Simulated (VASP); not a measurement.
# NaBe6C3 (Cmmm) in VASP: further runs

NaBe6C3 is run at these levels: PBE; tasks: single point.

Everything below comes from runs of VASP 6.6.1. Logs are shortened: lines on timing, memory, paths and dates and some standing lists are left out, and cuts for length are marked.

### 1 The cell of the first run

Symmetry: Cmmm, No. 65, orthorhombic system. Conventional cell: a = 5.476 Å, b = 12.652 Å, c = 4.851 Å, α = 90.00°, β = 90.00°, γ = 90.00°. Na (site symmetry mmm) has 12 Be at 3.20 to 3.45 Å and 10 C at 3.55 to 4.07 Å within 4.2 Å. Be (site symmetry 2/m) has 2 C at 1.64 Å within 2.2 Å. Be (site symmetry m) has 2 C at 1.66 Å and 1 Be at 2.25 Å within 2.3 Å. Within 2.2 Å of C (site symmetry m2m) lie 4 Be at 1.64 to 1.66 Å. Within 2.2 Å of C (site symmetry mmm) lie 4 Be at 1.66 Å.

The cell was built from a structure type or drawn by symmetry, and may not be a known phase.

### 2 Single point, PBE

File INCAR:

```
PREC = Accurate
ENCUT = 520
EDIFF = 1E-7
ISMEAR = 0
SIGMA = 0.1
LREAL = F
LASPH = T
NELM = 80
ALGO = Normal
ISIF = 2
LWAVE = F
LCHARG = F
GGA = PE
NBANDS = 26
```

File KPOINTS:

```
Automatic mesh
0
Gamma
  4 4 4
```

File POSCAR:

```
NaBe6C3
1.0
    2.7378712200     -6.3258922200      0.0000000000
    2.7378712200      6.3258922200      0.0000000000
    0.0000000000      0.0000000000      4.8510758800
Na Be C
1 6 3
Direct
    0.0000000000      0.0000000000      0.5000000000
    0.0000000000      0.5000000000      0.5000000000
    0.5000000000      0.0000000000      0.5000000000
    0.5890242300      0.4109757700      0.2500000000
    0.5890242300      0.4109757700      0.7500000000
    0.4109757700      0.5890242300      0.2500000000
    0.4109757700      0.5890242300      0.7500000000
    0.6780484600      0.3219515400      0.5000000000
    0.3219515400      0.6780484600      0.5000000000
    0.5000000000      0.5000000000      0.0000000000
```

Potentials or basis: VASP PAW PBE potentials, release 64 (Na_pv, Be, C).

The run is started by

```bash
cat potpaw_PBE.64/Na_pv/POTCAR potpaw_PBE.64/Be/POTCAR potpaw_PBE.64/C/POTCAR > POTCAR
mpirun -np 1 vasp_std > vasp.out
```

OUTCAR:

```text
PREC = Accurate
   ENCUT = 520
   EDIFF = 1E-7
   ISMEAR = 0
   LREAL = F
   LASPH = T
   NELM = 80
   ISIF = 2
   GGA = PE

 ion  position               nearest neighbor table
   1  0.000  0.000  0.500-
   2  0.000  0.500  0.500-   8 1.64   9 1.64
   3  0.500  0.000  0.500-   8 1.64   9 1.64
   4  0.589  0.411  0.250-   8 1.66  10 1.66   6 2.25
   5  0.589  0.411  0.750-   8 1.66  10 1.66   7 2.25
   6  0.411  0.589  0.250-   9 1.66  10 1.66   4 2.25
   7  0.411  0.589  0.750-   9 1.66  10 1.66   5 2.25
   8  0.678  0.322  0.500-   2 1.64   3 1.64   4 1.66   5 1.66
   9  0.322  0.678  0.500-   2 1.64   3 1.64   6 1.66   7 1.66
  10  0.500  0.500  0.000-   4 1.66   5 1.66   6 1.66   7 1.66

  LATTYP: Found a base centered orthorhombic cell.
 ALAT       =     5.4757424400
 B/A-ratio  =     2.3105148897
 C/A-ratio  =     0.8859211209

  Lattice vectors:

 A1 = (   2.7378712200,  -6.3258922200,   0.0000000000)
 A2 = (   2.7378712200,   6.3258922200,   0.0000000000)
 A3 = (   0.0000000000,   0.0000000000,   4.8510758800)

Analysis of symmetry for initial positions (statically):
=====================================================================
 Subroutine PRICEL returns:
 Original cell was already a primitive cell.

 Routine SETGRP: Setting up the symmetry group for a
 base centered orthorhombic supercell.

 Subroutine GETGRP returns: Found  8 space group operations
 (whereof  8 operations were pure point group operations)
 out of a pool of  8 trial point group operations.

The static configuration has the point symmetry D_2h.

Analysis of symmetry for dynamics (positions and initial velocities):
=====================================================================
 Subroutine PRICEL returns:
 Original cell was already a primitive cell.

 Routine SETGRP: Setting up the symmetry group for a
 base centered orthorhombic supercell.

 Subroutine GETGRP returns: Found  8 space group operations
 (whereof  8 operations were pure point group operations)
 out of a pool of  8 trial point group operations.

The dynamic configuration has the point symmetry D_2h.

 Subroutine INISYM returns: Found  8 space group operations
 (whereof  8 operations are pure point group operations),
 and found     1 'primitive' translations

----------------------------------------------------------------------------------------

                                     Primitive cell

  volume of cell :     168.0362

  direct lattice vectors                    reciprocal lattice vectors
     2.737871220 -6.325892220  0.000000000     0.182623637 -0.079040234  0.000000000
     2.737871220  6.325892220  0.000000000     0.182623637  0.079040234  0.000000000
     0.000000000  0.000000000  4.851075880     0.000000000  0.000000000  0.206139839

  length of vectors
     6.892956637  6.892956637  4.851075880     0.198994350  0.198994350  0.206139839

  position of ions in fractional coordinates (direct lattice)
     0.000000000  0.000000000  0.500000000
     0.000000000  0.500000000  0.500000000
     0.500000000  0.000000000  0.500000000
     0.589024230  0.410975770  0.250000000
     0.589024230  0.410975770  0.750000000
     0.410975770  0.589024230  0.250000000
     0.410975770  0.589024230  0.750000000
     0.678048460  0.321951540  0.500000000
     0.321951540  0.678048460  0.500000000
     0.500000000  0.500000000  0.000000000

  ion indices of the primitive-cell ions
   primitive index   ion index
                 1           1
                 2           2
                 3           3
                 4           4
                 5           5
                 6           6
                 7           7
                 8           8
                 9           9
                10          10

----------------------------------------------------------------------------------------

 KPOINTS: Automatic mesh

Automatic generation of k-mesh.
 Grid dimensions read from file:
 generate k-points for:    4    4    4

 Generating k-lattice:

  Cartesian coordinates                     Fractional coordinates (reciprocal lattice)
     0.045655909 -0.019760058  0.000000000     0.250000000  0.000000000  0.000000000
     0.045655909  0.019760058  0.000000000     0.000000000  0.250000000  0.000000000
     0.000000000  0.000000000  0.051534960     0.000000000  0.000000000  0.250000000

  Length of vectors
     0.049748588  0.049748588  0.051534960

  Shift w.r.t. Gamma in fractional coordinates (k-lattice)
     0.000000000  0.000000000  0.000000000

 Subroutine IBZKPT returns following result:
 ===========================================

 Found     21 irreducible k-points:

 Following reciprocal coordinates:
            Coordinates               Weight
  0.000000  0.000000  0.000000      1.000000
  0.250000 -0.000000  0.000000      4.000000
  0.500000 -0.000000  0.000000      2.000000
  0.250000  0.250000  0.000000      2.000000
  0.500000  0.250000  0.000000      4.000000
[... 29 lines left out ...]
   ISYM   =      2    0-nonsym 1-usesym 2-fastsym
   POTIM  = 0.5000    time-step for ionic-motion
   TEBEG  =    0.0;   TEEND  =   0.0 temperature during run
   PSTRESS=    0.0 pullay stress
   NELECT =      31.0000    total number of electrons
   NUPDOWN=      -1.0000    fix difference up-down
   EMIN   =  10.00;   EMAX   =-10.00  energy-range for DOS
   EFERMI =   0.00;   METHOD = LEGACY
   ISMEAR =     0;   SIGMA  =   0.10  broadening in eV -4-tet -1-fermi 0-gaus
   EFERMI_NEDOS =   21; number of points for ismear=-14 and -15
   IALGO  =     38    algorithm
   IMIX   =      4    mixing-type and parameters
     AMIX     =   0.40;   BMIX     =  1.00
     AMIX_MAG =   1.60;   BMIX_MAG =  1.00
  volume/ion in A,a.u.               =      16.80       113.40
  Fermi-wavevector in a.u.,A,eV,Ry     =   0.931954  1.761138 11.817178  0.868538
  Thomas-Fermi vector in A             =   2.058501
   LORBIT       =      0    0 simple, 1 ext, 2 COOP (PROOUT), +10 PAW based schemes
   GGA     = PE    functional components
   LHFCALC =     F    Hartree Fock is set to
   AEXX    =    0.0000 exact exchange contribution
   IVDW    =     0    specifies the selected vdW correction
   LEPSILON=     F    determine dielectric tensor
   LRPA    =     F    only Hartree local field effects (RPA)
 non-spin polarized calculation
 Gauss-broadening in eV      SIGMA  =   0.10
  energy-cutoff  :      520.00
  volume of cell :      168.04
 maximum number of plane-waves:      4556
 NGX is ok and might be reduce to    54
   NGX = 25   NGY = 25   NGZ = 19

 number of electron      30.9999990 magnetization

 Free energy of the ion-electron system (eV)
  ---------------------------------------------------
  ext. energy  EPLUGINS =         0.00000000
  ---------------------------------------------------
  free energy    TOTEN  =       -48.44464089 eV

  energy without entropy =      -48.43098149  energy(sigma->0) =      -48.43781119

 E-fermi :   2.2244     XC(G=0):  -7.3985

 val. band max:        2.1080486788   @ k =  -0.2500   0.2500   0.2500
 cond. band min:       2.2399127433   @ k =   0.5000   0.2500   0.2500
 fundamental gap:      0.1318640646
 Fermi energy:         2.2244020334

 k-point     1 :       0.0000    0.0000    0.0000
  band No.  band energies     occupation
      1     -24.0153      2.00000
      2     -24.0056      2.00000
      3     -23.9942      2.00000
      4     -10.0032      2.00000
      5      -9.4782      2.00000
      6      -9.3548      2.00000
[... 18 lines left out ...]
     25       7.3030      0.00000
     26       7.6946      0.00000

 k-point     2 :       0.2500   -0.0000    0.0000
  band No.  band energies     occupation
      1     -24.0152      2.00000
      2     -24.0056      2.00000
      3     -23.9944      2.00000
      4      -9.9637      2.00000
      5      -9.4781      2.00000
      6      -9.3743      2.00000
[... 18 lines left out ...]
     25       7.3308      0.00000
[... 521 lines left out ...]
     25       7.0053      0.00000
     26       7.5156      0.00000

 k-point    21 :       0.5000    0.5000    0.5000
  band No.  band energies     occupation
      1     -24.0152      2.00000
      2     -24.0063      2.00000
      3     -23.9942      2.00000
      4      -9.7115      2.00000
      5      -9.5594      2.00000
      6      -9.4239      2.00000
[... 18 lines left out ...]
     25       6.6212      0.00000
     26       8.1907      0.00000

------------------------ aborting loop because EDIFF is reached ----------------------------------------

  FORCE on cell =-STRESS in cart. coord.  units (eV):
  Direction    XX          YY          ZZ          XY          YZ          ZX
  --------------------------------------------------------------------------------------
  -------------------------------------------------------------------------------------
  Total       -1.2113689      1.5426750     -1.7310156      0.0000000      0.0000000      0.0000000
  in kB      -11.5500575     14.7089662    -16.5047406      0.0000000      0.0000000      0.0000000
  external PRESSURE =      -4.4486106 kB  Pullay stress =       0.0000000 kB

 VOLUME and BASIS-vectors are now :
 -----------------------------------------------------------------------------
  energy-cutoff  :      520.00
  volume of cell :      168.04
      direct lattice vectors                 reciprocal lattice vectors
     2.737871220 -6.325892220  0.000000000     0.182623637 -0.079040234  0.000000000
     2.737871220  6.325892220  0.000000000     0.182623637  0.079040234  0.000000000
     0.000000000  0.000000000  4.851075880     0.000000000  0.000000000  0.206139839

 POSITION                                       TOTAL-FORCE (eV/Angst)
 -----------------------------------------------------------------------------------
      0.00000      0.00000      2.42554        -0.000000      0.000000     -0.000000
      1.36894      3.16295      2.42554        -0.000000      0.000000     -0.000000
      1.36894     -3.16295      2.42554        -0.000000      0.000000     -0.000000
      2.73787     -1.12632      1.21277        -0.000000      0.090503     -0.161499
      2.73787     -1.12632      3.63831        -0.000000      0.090503      0.161499
      2.73787      1.12632      1.21277        -0.000000     -0.090503     -0.161499
      2.73787      1.12632      3.63831        -0.000000     -0.090503      0.161499
      2.73787     -2.25263      2.42554        -0.000000     -0.328971     -0.000000
      2.73787      2.25263      2.42554        -0.000000      0.328971      0.000000
      2.73787      0.00000      0.00000         0.000000      0.000000     -0.000000
 -----------------------------------------------------------------------------------
    total drift:                               -0.000000      0.000000      0.000000

  FREE ENERGIE OF THE ION-ELECTRON SYSTEM (eV)
  ---------------------------------------------------
  free  energy   TOTEN  =       -48.4446408886 eV

  energy  without entropy=      -48.4309814925  energy(sigma->0) =      -48.43781119
```

Wall time 63 s (1 thread of Intel Xeon 6975P-C (Granite Rapids), shared host); peak memory 0.32 GiB.

What came out:

* Free energy: -48.4446 eV
* Pressure: -0.4 GPa
* Largest force: 0.329 eV/Å
* Band gap on the k mesh: zero (an odd number of electrons rules out a gap without spin polarisation)

Forces in eV/Å, atoms in the order of the input:
```
Na   0.000  0.000  0.000
Be   0.000  0.000  0.000
Be   0.000  0.000  0.000
Be   0.000  0.091 -0.161
Be   0.000  0.091  0.161
Be   0.000 -0.091 -0.161
Be   0.000 -0.091  0.161
C    0.000 -0.329  0.000
C    0.000  0.329  0.000
C    0.000  0.000  0.000
```

Levels at points of the mesh, in eV from the Fermi level:
```csv
k point,band 12,band 13,band 14,band 15,band 16,band 17,band 18,band 19
"(0.00, 0.00, 0.00)",-4.53,-4.08,-2.94,-2.32,-1.02,-0.13,1.38,2.96
"(0.50, 0.00, 0.00)",-3.97,-3.56,-3.55,-2.60,-0.56,1.40,1.68,1.88
"(0.50, 0.50, 0.00)",-4.05,-4.04,-2.95,-2.45,-1.04,0.20,1.27,2.12
"(0.00, 0.00, 0.50)",-4.16,-3.93,-2.92,-2.86,0.56,1.27,1.44,1.63
"(0.50, 0.00, 0.50)",-3.75,-3.58,-3.53,-3.16,0.23,1.06,1.77,2.23
"(0.50, 0.50, 0.50)",-3.95,-3.76,-3.50,-2.98,0.70,1.49,1.58,1.83
```

### 3 Single point, PBE

This run uses another cell than the first one, of 15.96 Å³/atom.

File INCAR:

```
  PREC = Accurate
  ENCUT = 520
  EDIFF = 1E-7
  ISMEAR = 0
  SIGMA = 0.1
  LREAL = False
  LASPH = True
  NELM = 60
  ALGO = Normal
  ISIF = 2
  LWAVE = False
  LCHARG = True
  GGA = PE
  LELF = True
  LVHAR = True
  NBANDS = 26
```

File KPOINTS:

```
regular mesh
0
Gamma
  8 8 8
```

File POSCAR:

```
NaBe6C3
1.0
    2.5155300083     -6.8076220493      0.0000000000
    2.5155300083      6.8076220493      0.0000000000
    0.0000000000      0.0000000000      4.6601013887
Na Be C
1 6 3
Direct
    0.0000000000      0.0000000000      0.5000000000
    0.0000000000      0.5000000000      0.5000000000
    0.5000000000      0.0000000000      0.5000000000
    0.5847888702      0.4152111298      0.2521196527
    0.5847888702      0.4152111298      0.7478803473
    0.4152111298      0.5847888702      0.2521196527
    0.4152111298      0.5847888702      0.7478803473
    0.6725361258      0.3274638742      0.5000000000
    0.3274638742      0.6725361258      0.5000000000
    0.5000000000      0.5000000000      0.0000000000
```

Potentials or basis: VASP PAW PBE potentials, release 64 (Na_pv, Be, C).

The run is started by

```bash
cat potpaw_PBE.64/Na_pv/POTCAR potpaw_PBE.64/Be/POTCAR potpaw_PBE.64/C/POTCAR > POTCAR
mpirun -np 1 vasp_std > vasp.out
```

It took 4 min on 1 thread of Intel Xeon 6975P-C (Granite Rapids), shared host; peak memory 0.56 GiB.

The run converged. Its results:

* Free energy: -48.6450 eV
* Pressure: 0.0 GPa
* Band gap on the k mesh: zero (an odd number of electrons rules out a gap without spin polarisation)

Levels at points of the mesh, in eV from the Fermi level:
```tsv
k point	band 14	band 15	band 16	band 17	band 18	band 19
(0.00, 0.00, 0.00)	-2.56	-2.20	-1.04	-0.12	1.00	3.40
(0.50, 0.00, 0.00)	-3.13	-2.58	-0.82	2.02	2.10	2.31
(0.50, 0.50, 0.00)	-2.57	-2.32	-1.39	0.30	1.32	2.40
(0.00, 0.00, 0.50)	-2.85	-2.64	1.03	1.28	1.72	2.01
(0.50, 0.00, 0.50)	-3.47	-3.15	0.36	1.05	2.02	2.38
(0.50, 0.50, 0.50)	-3.34	-2.87	0.67	1.63	1.91	2.01
```

### 4 Single point, PBE, collinear spin

File INCAR:

```
ALGO = Normal
EDIFF = 1E-6
ENCUT = 520
GGA = PE
ISIF = 2
ISMEAR = 0
ISPIN = 2
LASPH = T
LCHARG = F
LORBIT = 11
LREAL = F
LWAVE = F
MAGMOM = 0 0 0 0 0 0 0 1 1 1
NBANDS = 30
NELM = 150
PREC = Accurate
SIGMA = 0.1
```

File KPOINTS:

```
k-points
0
Gamma
  4 4 4
```

File POSCAR:

```
NaBe6C3
1.0
    2.7378712200     -6.3258922200      0.0000000000
    2.7378712200      6.3258922200      0.0000000000
    0.0000000000      0.0000000000      4.8510758800
Na Be C
1 6 3
Direct
    0.0000000000      0.0000000000      0.5000000000
    0.0000000000      0.5000000000      0.5000000000
    0.5000000000      0.0000000000      0.5000000000
    0.5890242300      0.4109757700      0.2500000000
    0.5890242300      0.4109757700      0.7500000000
    0.4109757700      0.5890242300      0.2500000000
    0.4109757700      0.5890242300      0.7500000000
    0.6780484600      0.3219515400      0.5000000000
    0.3219515400      0.6780484600      0.5000000000
    0.5000000000      0.5000000000      0.0000000000
```

The run is started by

```bash
cat potpaw_PBE.64/Na_pv/POTCAR potpaw_PBE.64/Be/POTCAR potpaw_PBE.64/C/POTCAR > POTCAR
mpirun -np 1 vasp_std > vasp.out
```

Run time: 2.5 min. Hardware: 1 thread of Intel Xeon 6975P-C (Granite Rapids), shared host; peak memory 0.47 GiB.

The run converged. Its results:

```yaml
Free_energy: -48.4446 eV
Pressure: -0.4 GPa
Largest_force: 0.329 eV/Å
Net_moment: 0.00 μB per cell
Valence_electrons_inside_the_program's_atomic_spheres: Na 6.01; Be 1.19, 1.24 (each value once); C 2.53, 2.50 (each value once)
```

Forces in eV/Å, atoms in the order of the input:
```
Na   0.000  0.000  0.000
Be   0.000  0.000  0.000
Be   0.000  0.000  0.000
Be   0.000  0.091 -0.161
Be   0.000  0.091  0.161
Be   0.000 -0.091 -0.161
Be   0.000 -0.091  0.161
C    0.000 -0.329  0.000
C    0.000  0.329  0.000
C    0.000  0.000  0.000
```

Stress tensor (GPa, compression positive):
```
-1.16  0.00  0.00
 0.00  1.47  0.00
 0.00  0.00 -1.65
```

Levels at points of the mesh, in eV from the Fermi level:
Spin up:
| k point | band 13 | band 14 | band 15 | band 16 | band 17 | band 18 |
| --- | --- | --- | --- | --- | --- | --- |
| (0.00, 0.00, 0.00) | -4.08 | -2.94 | -2.32 | -1.02 | -0.13 | 1.38 |
| (0.50, 0.00, 0.00) | -3.56 | -3.55 | -2.60 | -0.56 | 1.40 | 1.68 |
| (0.50, 0.50, 0.00) | -4.04 | -2.95 | -2.45 | -1.04 | 0.20 | 1.27 |
| (0.00, 0.00, 0.50) | -3.93 | -2.92 | -2.86 | 0.56 | 1.27 | 1.44 |
| (0.50, 0.00, 0.50) | -3.58 | -3.53 | -3.16 | 0.23 | 1.06 | 1.77 |
| (0.50, 0.50, 0.50) | -3.76 | -3.50 | -2.98 | 0.70 | 1.49 | 1.58 |
Spin down:
| k point | band 11 | band 12 | band 13 | band 14 | band 15 | band 16 | band 17 | band 18 | band 19 | band 20 |
| --- | --- | --- | --- | --- | --- | --- | --- | --- | --- | --- |
| (0.00, 0.00, 0.00) | -4.57 | -4.53 | -4.08 | -2.94 | -2.32 | -1.02 | -0.13 | 1.39 | 2.96 | 3.00 |
| (0.50, 0.00, 0.00) | -4.21 | -3.97 | -3.56 | -3.55 | -2.60 | -0.56 | 1.40 | 1.68 | 1.88 | 2.19 |
| (0.50, 0.50, 0.00) | -4.09 | -4.05 | -4.04 | -2.95 | -2.45 | -1.03 | 0.20 | 1.27 | 2.12 | 2.74 |
| (0.00, 0.00, 0.50) | -4.42 | -4.16 | -3.93 | -2.92 | -2.86 | 0.56 | 1.27 | 1.44 | 1.63 | 1.84 |
| (0.50, 0.00, 0.50) | -4.19 | -3.75 | -3.58 | -3.53 | -3.16 | 0.23 | 1.06 | 1.77 | 2.23 | 2.65 |
| (0.50, 0.50, 0.50) | -4.03 | -3.95 | -3.76 | -3.50 | -2.98 | 0.70 | 1.49 | 1.58 | 1.83 | 2.16 |

### 5 Overview

```csv
spin,cell,k mesh,gap on the mesh (eV),pressure (GPa),largest force (eV/Å)
off,"a = 6.893, b = 6.893, c = 4.851 Å, angles 90.0, 90.0, 133.2°, 10 atoms, atomic positions A",4 × 4 × 4,none,-0.4,0.33
off,"a = 7.258, b = 7.258, c = 4.660 Å, angles 90.0, 90.0, 139.4°, 10 atoms, atomic positions B",8 × 8 × 8,none,0.0,-
collinear,"a = 6.893, b = 6.893, c = 4.851 Å, angles 90.0, 90.0, 133.2°, 10 atoms, atomic positions A",4 × 4 × 4,none,-0.4,0.33
```

Alike in all rows: task single point; level PBE; potentials or basis VASP PAW PBE potentials, release 64 (Na_pv, Be, C); cutoff (eV) 520; smearing gaussian 0.1 eV.

Absolute energies hang on the potentials; compare differences alone.
